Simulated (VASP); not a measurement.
# Si (Fd-3m) in VASP: further runs

Runs on Si. Level: PBE. Tasks: single point.

Everything below comes from runs of VASP 6.6.1. Logs are shortened: lines on timing, memory, paths and dates and some standing lists are left out, and cuts for length are marked.

## Step 1: The cell of the first run

The structure is cubic, space group Fd-3m (No. 227). The conventional cell has a = 5.470 Å, b = 5.470 Å, c = 5.470 Å, α = 90.00°, β = 90.00°, γ = 90.00°. Within 3.1 Å of Si (site symmetry -43m) lie 4 Si at 2.37 Å.

## Step 2: Single point, PBE

INCAR reads:

```
SYSTEM = Si
PREC = Accurate
ENCUT = 500
EDIFF = 1E-6
ISMEAR = 0
SIGMA = 0.02
LREAL = .FALSE.
LASPH = .TRUE.
NELM = 120
ALGO = Normal
ISIF = 2
LWAVE = .FALSE.
LCHARG = .FALSE.
GGA = PE
NBANDS = 11
GGA_COMPAT = .FALSE.
```

KPOINTS reads:

```
regular mesh
0
G
  8 8 8
  0 0 0
```

POSCAR reads:

```
Si
1.0
    0.0000000000      2.7348308351      2.7348308351
    2.7348308351      0.0000000000      2.7348308351
    2.7348308351      2.7348308351      0.0000000000
Si
2
Direct
    0.0000000000      0.0000000000      0.0000000000
    0.2500000000      0.2500000000      0.2500000000
```

Potentials or basis: VASP PAW PBE potentials, release 64 (Si).

Started as:

```console
$ cat potpaw_PBE.64/Si/POTCAR > POTCAR
$ mpirun -np 1 vasp_std > vasp.out
```

OUTCAR:

```text
SYSTEM = Si
   PREC = Accurate
   ENCUT = 500
   EDIFF = 1E-6
   ISMEAR = 0
   LREAL = .FALSE.
   LASPH = .TRUE.
   NELM = 120
   ISIF = 2
   GGA = PE

 ion  position               nearest neighbor table
   1  0.000  0.000  0.000-   2 2.37   2 2.37   2 2.37   2 2.37
   2  0.250  0.250  0.250-   1 2.37   1 2.37   1 2.37   1 2.37

  LATTYP: Found a face centered cubic cell.
 ALAT       =     5.4696616702

  Lattice vectors:

 A1 = (   0.0000000000,   2.7348308351,   2.7348308351)
 A2 = (   2.7348308351,   0.0000000000,   2.7348308351)
 A3 = (   2.7348308351,   2.7348308351,   0.0000000000)

Analysis of symmetry for initial positions (statically):
=====================================================================
 Subroutine PRICEL returns:
 Original cell was already a primitive cell.

 Routine SETGRP: Setting up the symmetry group for a
 face centered cubic supercell.

 Subroutine GETGRP returns: Found 48 space group operations
 (whereof 24 operations were pure point group operations)
 out of a pool of 48 trial point group operations.

The static configuration has the point symmetry T_d .
 The point group associated with its full space group is O_h .

Analysis of symmetry for dynamics (positions and initial velocities):
=====================================================================
 Subroutine PRICEL returns:
 Original cell was already a primitive cell.

 Routine SETGRP: Setting up the symmetry group for a
 face centered cubic supercell.

 Subroutine GETGRP returns: Found 48 space group operations
 (whereof 24 operations were pure point group operations)
 out of a pool of 48 trial point group operations.

The dynamic configuration has the point symmetry T_d .
 The point group associated with its full space group is O_h .

 Subroutine INISYM returns: Found 48 space group operations
 (whereof 24 operations are pure point group operations),
 and found     1 'primitive' translations

----------------------------------------------------------------------------------------

                                     Primitive cell

  volume of cell :      40.9092

  direct lattice vectors                    reciprocal lattice vectors
     0.000000000  2.734830835  2.734830835    -0.182826665  0.182826665  0.182826665
     2.734830835  0.000000000  2.734830835     0.182826665 -0.182826665  0.182826665
     2.734830835  2.734830835  0.000000000     0.182826665  0.182826665 -0.182826665

  length of vectors
     3.867634858  3.867634858  3.867634858     0.316665072  0.316665072  0.316665072

  position of ions in fractional coordinates (direct lattice)
     0.000000000  0.000000000  0.000000000
     0.250000000  0.250000000  0.250000000

  ion indices of the primitive-cell ions
   primitive index   ion index
                 1           1
                 2           2

----------------------------------------------------------------------------------------

 KPOINTS: regular mesh

Automatic generation of k-mesh.
 Grid dimensions read from file:
 generate k-points for:    8    8    8

 Generating k-lattice:

  Cartesian coordinates                     Fractional coordinates (reciprocal lattice)
    -0.022853333  0.022853333  0.022853333     0.125000000  0.000000000  0.000000000
     0.022853333 -0.022853333  0.022853333     0.000000000  0.125000000  0.000000000
     0.022853333  0.022853333 -0.022853333     0.000000000  0.000000000  0.125000000

  Length of vectors
     0.039583134  0.039583134  0.039583134

  Shift w.r.t. Gamma in fractional coordinates (k-lattice)
     0.000000000  0.000000000  0.000000000

 Subroutine IBZKPT returns following result:
 ===========================================

 Found     29 irreducible k-points:

 Following reciprocal coordinates:
            Coordinates               Weight
  0.000000  0.000000  0.000000      1.000000
  0.125000  0.000000  0.000000      8.000000
  0.250000  0.000000  0.000000      8.000000
  0.375000  0.000000  0.000000      8.000000
  0.500000  0.000000  0.000000      4.000000
  0.125000  0.125000  0.000000      6.000000
[... 16 lines left out ...]
  0.500000  0.250000  0.125000     48.000000
 -0.375000  0.250000  0.125000     24.000000
 [... further k-points ...]
   k-points           NKPTS =     29   k-points in BZ     NKDIM =     29   number of bands    NBANDS=     11
   number of dos      NEDOS =    301   number of ions     NIONS =      2
   total plane-waves  NPLWV =  21952
   dimension x,y,z NGX =    28 NGY =   28 NGZ =   28
   dimension x,y,z NGXF=    56 NGYF=   56 NGZF=   56
   ions per type =               2
   NGX,Y,Z   is equivalent  to a cutoff of  12.04, 12.04, 12.04 a.u.
   NGXF,Y,Z  is equivalent  to a cutoff of  24.07, 24.07, 24.07 a.u.
 SYSTEM =  Si
   PREC   = accura    normal or accurate (medium, high low for compatibility)
   ISTART =      0    job   : 0-new  1-cont  2-samecut
   ICHARG =      2    charge: 1-file 2-atom 10-const
   ISPIN  =      1    spin polarized calculation?
   LNONCOLLINEAR =      F non collinear calculations
   LSORBIT =      F    spin-orbit coupling
   LASPH  =      T    aspherical Exc in radial PAW
   ENCUT  =  500.0 eV  36.75 Ry    6.06 a.u.   7.05  7.05  7.05*2*pi/ulx,y,z
   NELM   =    120;   NELMIN=  2; NELMDL= -5     # of ELM steps
   EDIFF  = 0.1E-05   stopping-criterion for ELM
   LREAL  =      F    real-space projection
   EDIFFG = 0.1E-04   stopping-criterion for IOM
   NSW    =      0    number of steps for IOM
   IBRION =     -1    ionic relax: 0-MD 1-quasi-New 2-CG
   NFREE  =      0    steps in history (QN), initial steepest desc. (CG)
   ISIF   =      2    stress and relaxation
   ISYM   =      2    0-nonsym 1-usesym 2-fastsym
   POTIM  = 0.5000    time-step for ionic-motion
   TEBEG  =    0.0;   TEEND  =   0.0 temperature during run
   PSTRESS=    0.0 pullay stress
   NELECT =       8.0000    total number of electrons
   NUPDOWN=      -1.0000    fix difference up-down
   EMIN   =  10.00;   EMAX   =-10.00  energy-range for DOS
   EFERMI =   0.00;   METHOD = LEGACY
   ISMEAR =     0;   SIGMA  =   0.02  broadening in eV -4-tet -1-fermi 0-gaus
   EFERMI_NEDOS =   21; number of points for ismear=-14 and -15
   IALGO  =     38    algorithm
   IMIX   =      4    mixing-type and parameters
     AMIX     =   0.40;   BMIX     =  1.00
     AMIX_MAG =   1.60;   BMIX_MAG =  1.00
  volume/ion in A,a.u.               =      20.45       138.03
  Fermi-wavevector in a.u.,A,eV,Ry     =   0.950235  1.795684 12.285334  0.902947
  Thomas-Fermi vector in A             =   2.078593
   LORBIT       =      0    0 simple, 1 ext, 2 COOP (PROOUT), +10 PAW based schemes
   GGA     = PE    functional components
   LHFCALC =     F    Hartree Fock is set to
   AEXX    =    0.0000 exact exchange contribution
   IVDW    =     0    specifies the selected vdW correction
   LEPSILON=     F    determine dielectric tensor
   LRPA    =     F    only Hartree local field effects (RPA)
 non-spin polarized calculation
 Gauss-broadening in eV      SIGMA  =   0.02
  energy-cutoff  :      500.00
  volume of cell :       40.91
 maximum number of plane-waves:      1056
   NGX = 15   NGY = 15   NGZ = 15

 number of electron       8.0000000 magnetization

 Free energy of the ion-electron system (eV)
  ---------------------------------------------------
  ext. energy  EPLUGINS =         0.00000000
  ---------------------------------------------------
  free energy    TOTEN  =       -10.84606678 eV

  energy without entropy =      -10.84606678  energy(sigma->0) =      -10.84606678

 E-fermi :   5.7234     XC(G=0):  -9.3246

 val. band max:        5.6122497265   @ k =   0.0000   0.0000   0.0000
 cond. band min:       6.2630464503   @ k =   0.3750   0.3750   0.0000
 fundamental gap:      0.6507967238
 Fermi energy:         5.7233809218

 k-point     1 :       0.0000    0.0000    0.0000
  band No.  band energies     occupation
      1      -6.1992      2.00000
      2       5.6122      2.00000
      3       5.6122      2.00000
      4       5.6122      2.00000
      5       8.1685      0.00000
      6       8.1685      0.00000
      7       8.1685      0.00000
      8       8.7403      0.00000
      9      13.3206      0.00000
     10      13.3206      0.00000
     11      13.4873      0.00000

 k-point     2 :       0.1250    0.0000    0.0000
  band No.  band energies     occupation
      1      -5.9988      2.00000
      2       4.0216      2.00000
      3       5.3300      2.00000
      4       5.3300      2.00000
      5       8.0536      0.00000
      6       8.5838      0.00000
      7       8.5838      0.00000
      8      10.1407      0.00000
      9      12.8479      0.00000
     10      12.8479      0.00000
     11      14.2628      0.00000

 k-point     3 :       0.2500    0.0000    0.0000
  band No.  band energies     occupation
      1      -5.4147      2.00000
      2       1.7268      2.00000
      3       4.8675      2.00000
      4       4.8675      2.00000
      5       7.5697      0.00000
      6       9.1016      0.00000
      7       9.1016      0.00000
      8      12.3592      0.00000
      9      12.7988      0.00000
     10      12.7988      0.00000
     11      14.5400      0.00000
[... 267 lines left out ...]
 k-point    23 :       0.5000    0.2500    0.1250
  band No.  band energies     occupation
      1      -4.0258      2.00000
      2      -0.1744      2.00000
      3       2.3575      2.00000
      4       3.7255      2.00000
      5       8.4761      0.00000
      6       9.1413      0.00000
      7      10.5889      0.00000
      8      11.4892      0.00000
      9      14.5410      0.00000
     10      15.2367      0.00000
     11      17.5124      0.00000

 k-point    24 :      -0.3750    0.2500    0.1250
  band No.  band energies     occupation
      1      -3.3920      2.00000
      2      -1.0934      2.00000
      3       2.2261      2.00000
      4       3.5027      2.00000
      5       8.6349      0.00000
      6       8.7586      0.00000
      7      11.4576      0.00000
      8      12.6772      0.00000
      9      12.9174      0.00000
     10      16.1184      0.00000
     11      17.1623      0.00000

 [... further k-points ...]

------------------------ aborting loop because EDIFF is reached ----------------------------------------

  FORCE on cell =-STRESS in cart. coord.  units (eV):
  Direction    XX          YY          ZZ          XY          YZ          ZX
  --------------------------------------------------------------------------------------
  -------------------------------------------------------------------------------------
  Total       -0.0112255     -0.0112255     -0.0112255      0.0000000      0.0000000      0.0000000
  in kB       -0.4396390     -0.4396390     -0.4396390      0.0000000      0.0000000      0.0000000
  external PRESSURE =      -0.4396390 kB  Pullay stress =       0.0000000 kB

 VOLUME and BASIS-vectors are now :
 -----------------------------------------------------------------------------
  energy-cutoff  :      500.00
  volume of cell :       40.91
      direct lattice vectors                 reciprocal lattice vectors
     0.000000000  2.734830835  2.734830835    -0.182826665  0.182826665  0.182826665
     2.734830835  0.000000000  2.734830835     0.182826665 -0.182826665  0.182826665
     2.734830835  2.734830835  0.000000000     0.182826665  0.182826665 -0.182826665

 POSITION                                       TOTAL-FORCE (eV/Angst)
 -----------------------------------------------------------------------------------
      0.00000      0.00000      0.00000        -0.000000     -0.000000     -0.000000
      1.36742      1.36742      1.36742         0.000000      0.000000      0.000000
 -----------------------------------------------------------------------------------
    total drift:                                0.000000      0.000000     -0.000000

  FREE ENERGIE OF THE ION-ELECTRON SYSTEM (eV)
  ---------------------------------------------------
  free  energy   TOTEN  =       -10.8460667771 eV

  energy  without entropy=      -10.8460667771  energy(sigma->0) =      -10.84606678
```

Run time: 17 s. Hardware: 1 thread of Intel Xeon 8259CL, shared host; peak memory 0.15 GiB.

Results:

```
Free energy            : -10.8461 eV
Pressure               : 0.0 GPa
Band gap on the k mesh : 0.65 eV, indirect (least direct gap 2.56 eV)
```

Levels at points of the mesh, in eV from the valence-band top:
| k point | band 1 | band 2 | band 3 | band 4 | band 5 | band 6 | band 7 | band 8 | band 9 |
| --- | --- | --- | --- | --- | --- | --- | --- | --- | --- |
| (0.00, 0.00, 0.00) | -11.81 | 0.00 | 0.00 | 0.00 | 2.56 | 2.56 | 2.56 | 3.13 | 7.71 |
| (0.50, 0.00, 0.00) | -9.53 | -6.87 | -1.18 | -1.18 | 1.46 | 3.35 | 3.35 | 7.70 | 10.49 |
| (0.50, 0.50, 0.00) | -7.74 | -7.74 | -2.79 | -2.79 | 0.75 | 0.75 | 9.93 | 9.93 | 10.91 |

A k mesh can miss the band edges. As with any semilocal functional, this PBE gap is likely too small.

## Step 3: Single point, PBE

INCAR reads:

```
SYSTEM = Si
ALGO = Normal ; EDIFF = 1E-6
ENCUT = 500 ; GGA = PE
GGA_COMPAT = .False. ; ISIF = 2
ISMEAR = 0 ; LASPH = .True.
LCHARG = .False. ; LREAL = .False.
LWAVE = .False. ; NBANDS = 11
NELM = 120 ; PREC = Accurate
SIGMA = 0.02
```

KPOINTS reads:

```
k-points
0
Gamma
  10 10 10
  0 0 0
```

POSCAR is that of step 2.

Potentials or basis: VASP PAW PBE potentials, release 64 (Si).

Started as:

```console
$ cat potpaw_PBE.64/Si/POTCAR > POTCAR
$ mpirun -np 1 vasp_std > vasp.out
```

Wall time 26 s (1 thread of Intel Xeon 8259CL, shared host); peak memory 0.15 GiB.

It converged, with:

```yaml
Free_energy: -10.8492 eV
Pressure: 0.0 GPa
Band_gap_on_the_k_mesh: 0.62 eV, indirect (least direct gap 2.56 eV)
```

Levels at points of the mesh, in eV from the valence-band top:
```
           k point  band 1  band 2  band 3  band 4  band 5  band 6  band 7  band 8
(0.00, 0.00, 0.00)  -11.81    0.00    0.00    0.00    2.56    2.56    2.56    3.13
(0.50, 0.00, 0.00)   -9.53   -6.87   -1.18   -1.18    1.46    3.35    3.35    7.70
(0.50, 0.50, 0.00)   -7.74   -7.74   -2.79   -2.79    0.75    0.75    9.93    9.93
```

A k mesh can miss the band edges. A hybrid or GW would open this gap; PBE tends to underestimate it.
